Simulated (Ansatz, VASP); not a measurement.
**CaS in VASP and in Ansatz**

Contents of POSCAR:

```
CaS
1.0
    0.0000000000      2.8479451031      2.8479451031
    2.8479451031      0.0000000000      2.8479451031
    2.8479451031      2.8479451031      0.0000000000
Ca S
1 1
Direct
    0.0000000000      0.0000000000      0.0000000000
    0.5000000000      0.5000000000      0.5000000000
```

File INCAR.step1:

```
SYSTEM = CaS
  PREC = Accurate
  ENCUT = 400
  EDIFF = 1E-5
  ISMEAR = 0
  SIGMA = 0.01
  LREAL = .FALSE.
  LASPH = .TRUE.
  NELM = 120
  ALGO = Normal
  ISIF = 2
  LWAVE = .TRUE.
  NBANDS = 15
  GGA = PE
  GGA_COMPAT = .FALSE.
```

The input INCAR.step2:

```
SYSTEM = CaS
  PREC = Accurate
  ENCUT = 400
  EDIFF = 1E-6
  ISMEAR = 0
  SIGMA = 0.01
  LREAL = .FALSE.
  LASPH = .TRUE.
  NELM = 120
  ALGO = Normal
  ISIF = 2
  LWAVE = .FALSE.
  LCHARG = .TRUE.
  GGA = PE
  LHFCALC = .TRUE.
  AEXX = 0.5
  PRECFOCK = Normal
  LELF = .TRUE.
  LVHAR = .TRUE.
  NBANDS = 15
  ISTART = 1
  GGA_COMPAT = .FALSE.
```

File KPOINTS:

```
regular mesh
0
G
  4 4 4
  0 0 0
```

Input for Ansatz:

```yaml
crystal:
  lattice:
    - [0.0, 2.8479451031, 2.8479451031]
    - [2.8479451031, 0.0, 2.8479451031]
    - [2.8479451031, 2.8479451031, 0.0]
  atoms:
    - { symbol: Ca, position: [0.0, 0.0, 0.0] }
    - { symbol: S, position: [0.5, 0.5, 0.5] }
kpoints:
  mp_grid: { grid: [4, 4, 4] }
hamiltonian:
  xc: { exchange: pbe, correlation: pbe, exx: { coeff: 0.5 } }
scf:
  occupations: { method: fixed }
  n_extra_bands: 4
output:
  forces: true
  stress: true
  eigenvalues: true
```

Alike in both runs: task single point; functional PBE-based global hybrid; k mesh 4 × 4 × 4; no spin polarisation.

|  | VASP | Ansatz |
| --- | --- | --- |
| version | VASP 6.6.1 | Ansatz 0.2.0 |
| potentials or method | VASP PAW PBE potentials, release 64 (Ca_sv, S) | plane waves |
| plane-wave cutoff (eV) | 400 | 420 |
| occupations | gaussian, width 0.01 eV | fixed |
| valence electrons in the cell | 16 | 16 |

```csv
,VASP,Ansatz,Ansatz less VASP
gap on the k mesh at the Fermi level (eV),5.99,5.94,-0.047
pressure (GPa),-0.4,-0.4,-0.01
```

VASP's potentials were made for PBE, not for PBE-based global hybrid. Ansatz's warnings: stress exchange threshold loose, stress scf threshold loose.

The k mesh is coarse, so the values compare programs but aren't converged.
